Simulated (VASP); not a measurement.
## Ni: single point with r2SCAN

Crystal: Ni.

```
CELL_PARAMETERS angstrom
0.00000 1.73807 1.73807
1.73807 0.00000 1.73807
1.73807 1.73807 0.00000
ATOMIC_POSITIONS crystal
Ni 0.00000 0.00000 0.00000
```

* Program: VASP 6.6.1
* Task: single point
* Functional: r2SCAN
* Potentials or basis: VASP PAW PBE potentials, release 64 (Ni)
* Cutoff: 520 eV
* k mesh: 15 × 15 × 15
* Occupations: gaussian, width 1 eV
* Spin: collinear spin, ferromagnetic start
* Starting moments: [0.807] μB
* Dipole correction: no
* Further INCAR settings: ALGO = Normal; EDIFF = 1e-07; NBANDS = 15

```json
{
 "Pressure": "2.9 GPa",
 "Band gap on the k mesh": "zero (filled and empty bands overlap)",
 "Net moment": "0.00 μB per cell",
 "Valence electrons inside the program's atomic spheres": "Ni 9.41"
}
```

Levels at points of the mesh, in eV from the Fermi level:
Spin up:
```tsv
k point	band 2	band 3	band 4	band 5	band 6	band 7	band 8	band 9
(0.00, 0.00, 0.00)	-2.28	-2.28	-2.28	-1.16	-1.16	24.81	29.41	29.41
```
Spin down:
| k point | band 2 | band 3 | band 4 | band 5 | band 6 | band 7 | band 8 | band 9 |
| --- | --- | --- | --- | --- | --- | --- | --- | --- |
| (0.00, 0.00, 0.00) | -2.28 | -2.28 | -2.28 | -1.15 | -1.15 | 24.81 | 29.41 | 29.41 |

Wall time 4.5 min on 1 thread of AMD EPYC 7R43 64-Core Processor (Zen 3), with other jobs on the host, peak memory 0.11 GiB.

Caveat: the PAW data sets were made with another functional, which shifts forces and pressure a little.
